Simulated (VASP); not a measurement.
# K3C2 (P4/mbm) in VASP: notebook

The runs below take K3C2 through single point, with PBE.

Everything below comes from runs of VASP 6.6.1. Logs are shortened: lines on timing, memory, paths and dates and some standing lists are left out, and cuts for length are marked.

## 1. The cell of the first run

Symmetry: P4/mbm, No. 127, tetragonal system. Conventional cell: a = 8.373 Å, b = 8.373 Å, c = 4.207 Å, α = 90.00°, β = 90.00°, γ = 90.00°. Within 4.4 Å of K (site symmetry 4/m) lie 4 C at 3.34 Å and 10 K at 3.72 to 4.21 Å. Within 4.2 Å of K (site symmetry m2m) lie 6 C at 3.17 to 3.31 Å and 4 K at 3.72 Å. C (site symmetry m2m) has 1 C at 2.84 Å and 8 K at 3.17 to 3.34 Å within 3.7 Å.

## 2. Single point, PBE

The input, INCAR:

```
PREC = Accurate
ENCUT = 520
EDIFF = 1E-6
ISMEAR = 0
SIGMA = 0.1
LREAL = F
LASPH = T
NELM = 80
ALGO = Normal
ISIF = 2
LWAVE = F
LCHARG = T
GGA = PE
LELF = T
LVHAR = T
NBANDS = 46
```

The input, KPOINTS:

```
Automatic mesh
0
Gamma
  2 2 4
```

The input, POSCAR:

```
K3C2
1.0
    8.3733649362      0.0000000000      0.0000000000
    0.0000000000      8.3733649362      0.0000000000
    0.0000000000      0.0000000000      4.2066217641
K C
6 4
Direct
    0.0000000000      0.0000000000      0.0000000000
    0.5000000000      0.5000000000      0.0000000000
    0.1800000000      0.6800000000      0.5000000000
    0.3200000000      0.1800000000      0.5000000000
    0.8200000000      0.3200000000      0.5000000000
    0.6800000000      0.8200000000      0.5000000000
    0.3800000000      0.8800000000      0.0000000000
    0.1200000000      0.3800000000      0.0000000000
    0.6200000000      0.1200000000      0.0000000000
    0.8800000000      0.6200000000      0.0000000000
```

Potentials or basis: VASP PAW PBE potentials, release 64 (K_sv, C).

Started as:

```console
> cat potpaw_PBE.64/K_sv/POTCAR potpaw_PBE.64/C/POTCAR > POTCAR
> mpirun -np 1 vasp_std > vasp.out
```

OUTCAR:

```text
PREC = Accurate
   ENCUT = 520
   EDIFF = 1E-6
   ISMEAR = 0
   LREAL = F
   LASPH = T
   NELM = 80
   ISIF = 2
   GGA = PE

 ion  position               nearest neighbor table
   1  0.000  0.000  0.000-   3 3.72   4 3.72   5 3.72   6 3.72   3 3.72   4 3.72   5 3.72   6 3.72

   2  0.500  0.500  0.000-   3 3.72   4 3.72   5 3.72   6 3.72   3 3.72   4 3.72   5 3.72   6 3.72

   3  0.180  0.680  0.500-   1 3.72   2 3.72   1 3.72   2 3.72
   4  0.320  0.180  0.500-   1 3.72   2 3.72   1 3.72   2 3.72
   5  0.820  0.320  0.500-   1 3.72   2 3.72   1 3.72   2 3.72
   6  0.680  0.820  0.500-   1 3.72   2 3.72   1 3.72   2 3.72
   7  0.380  0.880  0.000-
   8  0.120  0.380  0.000-
   9  0.620  0.120  0.000-
  10  0.880  0.620  0.000-

  LATTYP: Found a simple tetragonal cell.
 ALAT       =     8.3733649362
 C/A-ratio  =     0.5023812764

  Lattice vectors:

 A1 = (   8.3733649362,   0.0000000000,   0.0000000000)
 A2 = (   0.0000000000,   8.3733649362,   0.0000000000)
 A3 = (   0.0000000000,   0.0000000000,   4.2066217641)

Analysis of symmetry for initial positions (statically):
=====================================================================
 Subroutine PRICEL returns:
 Original cell was already a primitive cell.

 Routine SETGRP: Setting up the symmetry group for a
 simple tetragonal supercell.

 Subroutine GETGRP returns: Found 16 space group operations
 (whereof  8 operations were pure point group operations)
 out of a pool of 16 trial point group operations.

The static configuration has the point symmetry C_4h.
 The point group associated with its full space group is D_4h.

Analysis of symmetry for dynamics (positions and initial velocities):
=====================================================================
 Subroutine PRICEL returns:
 Original cell was already a primitive cell.

 Routine SETGRP: Setting up the symmetry group for a
 simple tetragonal supercell.

 Subroutine GETGRP returns: Found 16 space group operations
 (whereof  8 operations were pure point group operations)
 out of a pool of 16 trial point group operations.

The dynamic configuration has the point symmetry C_4h.
 The point group associated with its full space group is D_4h.

 Subroutine INISYM returns: Found 16 space group operations
 (whereof  8 operations are pure point group operations),
 and found     1 'primitive' translations

----------------------------------------------------------------------------------------

                                     Primitive cell

  volume of cell :     294.9399

  direct lattice vectors                    reciprocal lattice vectors
     8.373364936  0.000000000  0.000000000     0.119426301  0.000000000  0.000000000
     0.000000000  8.373364936  0.000000000     0.000000000  0.119426301  0.000000000
     0.000000000  0.000000000  4.206621764     0.000000000  0.000000000  0.237720446

  length of vectors
     8.373364936  8.373364936  4.206621764     0.119426301  0.119426301  0.237720446

  position of ions in fractional coordinates (direct lattice)
     0.000000000  0.000000000  0.000000000
     0.500000000  0.500000000  0.000000000
     0.180000000  0.680000000  0.500000000
     0.320000000  0.180000000  0.500000000
     0.820000000  0.320000000  0.500000000
     0.680000000  0.820000000  0.500000000
     0.380000000  0.880000000  0.000000000
     0.120000000  0.380000000  0.000000000
     0.620000000  0.120000000  0.000000000
     0.880000000  0.620000000  0.000000000

  ion indices of the primitive-cell ions
   primitive index   ion index
                 1           1
                 2           2
                 3           3
                 4           4
                 5           5
                 6           6
                 7           7
                 8           8
                 9           9
                10          10

----------------------------------------------------------------------------------------

 KPOINTS: Automatic mesh

Automatic generation of k-mesh.
 Grid dimensions read from file:
 generate k-points for:    2    2    4

 Generating k-lattice:

  Cartesian coordinates                     Fractional coordinates (reciprocal lattice)
     0.059713150  0.000000000  0.000000000     0.500000000  0.000000000  0.000000000
     0.000000000  0.059713150  0.000000000     0.000000000  0.500000000  0.000000000
     0.000000000  0.000000000  0.059430111     0.000000000  0.000000000  0.250000000

  Length of vectors
     0.059713150  0.059713150  0.059430111

  Shift w.r.t. Gamma in fractional coordinates (k-lattice)
     0.000000000  0.000000000  0.000000000

 Subroutine IBZKPT returns following result:
 ===========================================

 Found      9 irreducible k-points:

 Following reciprocal coordinates:
            Coordinates               Weight
  0.000000  0.000000  0.000000      1.000000
  0.500000  0.000000  0.000000      2.000000
  0.500000  0.500000  0.000000      1.000000
  0.000000  0.000000  0.250000      2.000000
  0.500000  0.000000  0.250000      4.000000
  0.500000  0.500000  0.250000      2.000000
  0.000000  0.000000  0.500000      1.000000
  0.500000  0.000000  0.500000      2.000000
  0.500000  0.500000  0.500000      1.000000
   k-points           NKPTS =      9   k-points in BZ     NKDIM =      9   number of bands    NBANDS=     46
   number of dos      NEDOS =    301   number of ions     NIONS =     10
   total plane-waves  NPLWV = 131072
   dimension x,y,z NGX =    64 NGY =   64 NGZ =   32
   dimension x,y,z NGXF=   128 NGYF=  128 NGZF=   64
   ions per type =               6   4
   NGX,Y,Z   is equivalent  to a cutoff of  12.71, 12.71, 12.65 a.u.
   NGXF,Y,Z  is equivalent  to a cutoff of  25.41, 25.41, 25.29 a.u.
 SYSTEM =  unknown system
   PREC   = accura    normal or accurate (medium, high low for compatibility)
   ISTART =      0    job   : 0-new  1-cont  2-samecut
   ICHARG =      2    charge: 1-file 2-atom 10-const
   ISPIN  =      1    spin polarized calculation?
   LNONCOLLINEAR =      F non collinear calculations
   LSORBIT =      F    spin-orbit coupling
   LASPH  =      T    aspherical Exc in radial PAW
   ENCUT  =  520.0 eV  38.22 Ry    6.18 a.u.  15.57 15.57  7.82*2*pi/ulx,y,z
   NELM   =     80;   NELMIN=  2; NELMDL= -5     # of ELM steps
   EDIFF  = 0.1E-05   stopping-criterion for ELM
   LREAL  =      F    real-space projection
   EDIFFG = 0.1E-04   stopping-criterion for IOM
   NSW    =      0    number of steps for IOM
   IBRION =     -1    ionic relax: 0-MD 1-quasi-New 2-CG
   NFREE  =      0    steps in history (QN), initial steepest desc. (CG)
   ISIF   =      2    stress and relaxation
   ISYM   =      2    0-nonsym 1-usesym 2-fastsym
   POTIM  = 0.5000    time-step for ionic-motion
   TEBEG  =    0.0;   TEEND  =   0.0 temperature during run
   PSTRESS=    0.0 pullay stress
   NELECT =      70.0000    total number of electrons
   NUPDOWN=      -1.0000    fix difference up-down
   EMIN   =  10.00;   EMAX   =-10.00  energy-range for DOS
   EFERMI =   0.00;   METHOD = LEGACY
   ISMEAR =     0;   SIGMA  =   0.10  broadening in eV -4-tet -1-fermi 0-gaus
   EFERMI_NEDOS =   21; number of points for ismear=-14 and -15
   IALGO  =     38    algorithm
   IMIX   =      4    mixing-type and parameters
     AMIX     =   0.40;   BMIX     =  1.00
     AMIX_MAG =   1.60;   BMIX_MAG =  1.00
  volume/ion in A,a.u.               =      29.49       199.04
  Fermi-wavevector in a.u.,A,eV,Ry     =   1.013592  1.915410 13.978190  1.027368
  Thomas-Fermi vector in A             =   2.146769
   LORBIT       =      0    0 simple, 1 ext, 2 COOP (PROOUT), +10 PAW based schemes
   GGA     = PE    functional components
   LHFCALC =     F    Hartree Fock is set to
   AEXX    =    0.0000 exact exchange contribution
   IVDW    =     0    specifies the selected vdW correction
   LEPSILON=     F    determine dielectric tensor
   LRPA    =     F    only Hartree local field effects (RPA)
 non-spin polarized calculation
 Gauss-broadening in eV      SIGMA  =   0.10
  energy-cutoff  :      520.00
  volume of cell :      294.94
 maximum number of plane-waves:      7972
 NGX is ok and might be reduce to    64
   NGX = 31   NGY = 31   NGZ = 15

 number of electron      69.9999986 magnetization

 Free energy of the ion-electron system (eV)
  ---------------------------------------------------
  ext. energy  EPLUGINS =         0.00000000
  ---------------------------------------------------
  free energy    TOTEN  =       -23.54882009 eV

  energy without entropy =      -23.48612286  energy(sigma->0) =      -23.51747148

 E-fermi :   0.4681     XC(G=0):  -7.6142

 val. band max:        0.4531351282   @ k =   0.0000   0.0000   0.0000
 cond. band min:       0.5501076162   @ k =   0.5000   0.0000   0.5000
 fundamental gap:      0.0969724880
 Fermi energy:         0.4680923962

 k-point     1 :       0.0000    0.0000    0.0000
  band No.  band energies     occupation
      1     -31.0937      2.00000
      2     -31.0926      2.00000
      3     -29.9794      2.00000
      4     -29.9741      2.00000
      5     -29.9741      2.00000
      6     -29.9722      2.00000
[... 38 lines left out ...]
     45       4.5225      0.00000
     46       4.5225      0.00000

 k-point     2 :       0.5000    0.0000    0.0000
  band No.  band energies     occupation
      1     -31.0931      2.00000
      2     -31.0931      2.00000
      3     -29.9771      2.00000
      4     -29.9771      2.00000
      5     -29.9728      2.00000
      6     -29.9728      2.00000
[... 38 lines left out ...]
     45       4.9202      0.00000
     46       5.0026      0.00000

 k-point     3 :       0.5000    0.5000    0.0000
  band No.  band energies     occupation
      1     -31.0931      2.00000
      2     -31.0931      2.00000
      3     -29.9765      2.00000
      4     -29.9765      2.00000
      5     -29.9735      2.00000
      6     -29.9735      2.00000
[... 283 lines left out ...]
     45       3.8876      0.00000
     46       3.8876      0.00000

 k-point     9 :       0.5000    0.5000    0.5000
  band No.  band energies     occupation
      1     -31.0863      2.00000
      2     -31.0863      2.00000
      3     -29.9703      2.00000
      4     -29.9703      2.00000
      5     -29.9682      2.00000
      6     -29.9682      2.00000
[... 38 lines left out ...]
     45       3.8608      0.00000
     46       3.8608      0.00000

------------------------ aborting loop because EDIFF is reached ----------------------------------------

  FORCE on cell =-STRESS in cart. coord.  units (eV):
  Direction    XX          YY          ZZ          XY          YZ          ZX
  --------------------------------------------------------------------------------------
  -------------------------------------------------------------------------------------
  Total       -7.1174007     -7.1174007     -2.3014809      0.0000000     -0.0000000      0.0000000
  in kB      -38.6632623    -38.6632623    -12.5021429      0.0000000     -0.0000000      0.0000000
  external PRESSURE =     -29.9428892 kB  Pullay stress =       0.0000000 kB

 VOLUME and BASIS-vectors are now :
 -----------------------------------------------------------------------------
  energy-cutoff  :      520.00
  volume of cell :      294.94
      direct lattice vectors                 reciprocal lattice vectors
     8.373364936  0.000000000  0.000000000     0.119426301  0.000000000  0.000000000
     0.000000000  8.373364936  0.000000000     0.000000000  0.119426301  0.000000000
     0.000000000  0.000000000  4.206621764     0.000000000  0.000000000  0.237720446

 POSITION                                       TOTAL-FORCE (eV/Angst)
 -----------------------------------------------------------------------------------
      0.00000      0.00000      0.00000         0.000000     -0.000000      0.000000
      4.18668      4.18668      0.00000         0.000000     -0.000000      0.000000
      1.50721      5.69389      2.10331        -0.358699     -0.358699      0.000000
      2.67948      1.50721      2.10331         0.358699     -0.358699      0.000000
      6.86616      2.67948      2.10331         0.358699      0.358699     -0.000000
      5.69389      6.86616      2.10331        -0.358699      0.358699     -0.000000
      3.18188      7.36856      0.00000         0.902138      0.902138     -0.000000
      1.00480      3.18188      0.00000        -0.902138      0.902138      0.000000
      5.19149      1.00480      0.00000        -0.902138     -0.902138      0.000000
      7.36856      5.19149      0.00000         0.902138     -0.902138     -0.000000
 -----------------------------------------------------------------------------------
    total drift:                               -0.000000      0.000000     -0.000000

  FREE ENERGIE OF THE ION-ELECTRON SYSTEM (eV)
  ---------------------------------------------------
  free  energy   TOTEN  =       -23.5488200922 eV

  energy  without entropy=      -23.4861228631  energy(sigma->0) =      -23.51747148
```

Run time: 2.5 min. Hardware: 1 thread of Oxide Virtual Turin-like, shared host; peak memory 0.33 GiB.

What came out:

```
Free energy            : -23.5488 eV
Pressure               : -3.0 GPa
Largest force          : 1.276 eV/Å
Band gap on the k mesh : zero (band 35 reaches 0.69 eV, above the bottom of band 36 at 0.10 eV)
```

Forces in eV/Å, atoms in the order of the input:
```
K    0.000  0.000  0.000
K    0.000  0.000  0.000
K   -0.359 -0.359  0.000
K    0.359 -0.359  0.000
K    0.359  0.359  0.000
K   -0.359  0.359  0.000
C    0.902  0.902  0.000
C   -0.902  0.902  0.000
C   -0.902 -0.902  0.000
C    0.902 -0.902  0.000
```

Stress tensor (GPa, compression positive):
```
-3.87  0.00  0.00
 0.00 -3.87  0.00
 0.00  0.00 -1.25
```

Levels at points of the mesh, in eV from the Fermi level:
| k point | band 33 | band 34 | band 35 | band 36 | band 37 | band 38 |
| --- | --- | --- | --- | --- | --- | --- |
| (0.00, 0.00, 0.00) | -0.72 | -0.01 | 0.12 | 0.35 | 0.52 | 0.67 |
| (0.50, 0.00, 0.00) | -0.16 | -0.16 | 0.22 | 0.22 | 0.69 | 0.69 |
| (0.50, 0.50, 0.00) | 0.08 | 0.08 | 0.21 | 0.21 | 0.70 | 0.70 |
| (0.00, 0.00, 0.50) | -0.48 | -0.41 | -0.41 | -0.28 | -0.28 | 0.26 |
| (0.50, 0.00, 0.50) | -0.38 | -0.38 | -0.31 | -0.31 | 0.08 | 0.08 |
| (0.50, 0.50, 0.50) | -0.55 | -0.55 | -0.37 | -0.37 | 0.20 | 0.20 |

Caveat: the k points lie up to 0.38 Å⁻¹ apart; forces of over 1 eV/Å act on the atoms, so gaps and moduli don't describe the material at rest.

## 3. Single point, PBE, collinear spin, ferromagnetic start

This run uses another cell than the first one, of 29.69 Å³/atom, 1.007 times its volume.

The input, INCAR:

```
SYSTEM = K3C2
PREC     = Accurate       ! precision mode
ENCUT    = 520            ! plane-wave cutoff, eV
EDIFF    = 1E-6           ! SCF threshold, eV
ISMEAR   = 0              ! smearing method
SIGMA    = 0.1            ! smearing width, eV
LREAL    = .False.        ! projectors in reciprocal space
LASPH    = .True.         ! aspherical terms in the spheres
NELM     = 150            ! most SCF steps
ALGO     = Normal         ! electronic algorithm
ISIF     = 2              ! what is computed and relaxed
LWAVE    = .False.        ! write WAVECAR
LCHARG   = .False.        ! write CHGCAR
ISPIN    = 2              ! spin polarisation
MAGMOM   = 0 0 0 0 0 0 1.3 1.3 1.3 1.3 ! initial moments
LORBIT   = 11             ! projections on sites
GGA      = PE             ! functional
NBANDS   = 50             ! bands
```

The input, KPOINTS:

```
Automatic mesh
0
Gamma
  2 2 4
  0 0 0
```

The input, POSCAR:

```
K3C2
1.0
    7.7448207231      0.0000000000      0.0000000000
    0.0000000000      7.7448207231      0.0000000000
    0.0000000000      0.0000000000      4.9497936242
K C
6 4
Direct
    0.0000000000      0.0000000000      0.0000000000
    0.5000000000      0.5000000000      0.0000000000
    0.1631138734      0.6631138734      0.5000000000
    0.3368861266      0.1631138734      0.5000000000
    0.8368861266      0.3368861266      0.5000000000
    0.6631138734      0.8368861266      0.5000000000
    0.4419616624      0.9419616624      0.0000000000
    0.0580383376      0.4419616624      0.0000000000
    0.5580383376      0.0580383376      0.0000000000
    0.9419616624      0.5580383376      0.0000000000
```

Potentials or basis: VASP PAW PBE potentials, release 64 (K_sv, C).

Started as:

```console
> cat potpaw_PBE.64/K_sv/POTCAR potpaw_PBE.64/C/POTCAR > POTCAR
> mpirun -np 1 vasp_std > vasp.out
```

Wall time 6.3 min (1 thread of Oxide Virtual Turin-like, shared host); peak memory 0.53 GiB.

Results (log left out):

```
Free energy                                           : -39.0970 eV
Pressure                                              : 0.1 GPa
Largest force                                         : 0.145 eV/Å
Net moment                                            : 1.88 μB per cell
Site moments                                          : K +0.04, +0.03; C +0.03 μB
Valence electrons inside the program's atomic spheres : K 7.56, 7.57; C 2.46
```

Forces in eV/Å, atoms in the order of the input:
```
K    0.000  0.000  0.000
K    0.000  0.000  0.000
K    0.008  0.008  0.000
K   -0.008  0.008  0.000
K   -0.008 -0.008  0.000
K    0.008 -0.008  0.000
C   -0.103 -0.103  0.000
C    0.103 -0.103  0.000
C    0.103  0.103  0.000
C   -0.103  0.103  0.000
```

Levels at points of the mesh, in eV from the Fermi level:
Spin up:
| k point | band 33 | band 34 | band 35 | band 36 | band 37 | band 38 | band 39 | band 40 |
| --- | --- | --- | --- | --- | --- | --- | --- | --- |
| (0.00, 0.00, 0.00) | -3.44 | -2.71 | -0.95 | -0.78 | 1.70 | 1.70 | 1.86 | 1.86 |
| (0.50, 0.00, 0.00) | -2.92 | -2.92 | -0.88 | -0.88 | 1.64 | 1.64 | 1.98 | 1.98 |
| (0.50, 0.50, 0.00) | -2.90 | -2.90 | -0.91 | -0.91 | 1.55 | 1.55 | 2.13 | 2.13 |
| (0.00, 0.00, 0.50) | -2.96 | -2.66 | -0.63 | 0.40 | 0.40 | 0.53 | 0.61 | 1.99 |
| (0.50, 0.00, 0.50) | -2.71 | -2.71 | -0.33 | -0.33 | 0.84 | 0.84 | 1.39 | 1.39 |
| (0.50, 0.50, 0.50) | -2.66 | -2.66 | -0.32 | -0.32 | 1.13 | 1.13 | 1.46 | 1.46 |
Spin down:
| k point | band 31 | band 32 | band 33 | band 34 | band 35 | band 36 | band 37 | band 38 |
| --- | --- | --- | --- | --- | --- | --- | --- | --- |
| (0.00, 0.00, 0.00) | -3.48 | -3.41 | -3.40 | -2.64 | -0.04 | 0.19 | 1.95 | 1.95 |
| (0.50, 0.00, 0.00) | -3.44 | -3.44 | -2.84 | -2.84 | 0.12 | 0.12 | 1.89 | 1.89 |
| (0.50, 0.50, 0.00) | -3.44 | -3.44 | -2.83 | -2.83 | 0.17 | 0.17 | 1.87 | 1.87 |
| (0.00, 0.00, 0.50) | -3.35 | -3.35 | -2.90 | -2.61 | 0.33 | 0.65 | 0.65 | 0.73 |
| (0.50, 0.00, 0.50) | -3.41 | -3.41 | -2.65 | -2.65 | 0.51 | 0.51 | 1.22 | 1.22 |
| (0.50, 0.50, 0.50) | -3.43 | -3.43 | -2.60 | -2.60 | 0.56 | 0.56 | 1.56 | 1.56 |

Caveat: the k points lie up to 0.41 Å⁻¹ apart.
